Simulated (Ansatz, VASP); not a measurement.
# Sn in VASP and in Ansatz

```
Sn
1.0
    -1.90414    1.90414    1.90414
     1.90414   -1.90414    1.90414
     1.90414    1.90414   -1.90414
Sn
1
Direct
  0.00000 0.00000 0.00000
```

Alike in both runs: functional PBE; k mesh 14 × 14 × 14; occupations fermi-dirac, width 0.05 eV; no spin polarisation.

Ansatz relaxed the structure, and its values are those at the end. VASP's run is a single point on that final structure, the one shown.

|  | VASP | Ansatz |
| --- | --- | --- |
| version | VASP 6.6.1 | Ansatz 0.2.0 |
| potentials or method | VASP PAW PBE potentials, release 64 (Sn_d) | PAW with Ansatz's default frozen-core files, scalar-relativistic |
| plane-wave cutoff (eV) | 520 | 420 |
| valence electrons in the cell | 14 | 14 |

```tsv
	VASP	Ansatz	Ansatz less VASP
pressure (GPa)	0.0	0.0	+0.06
```
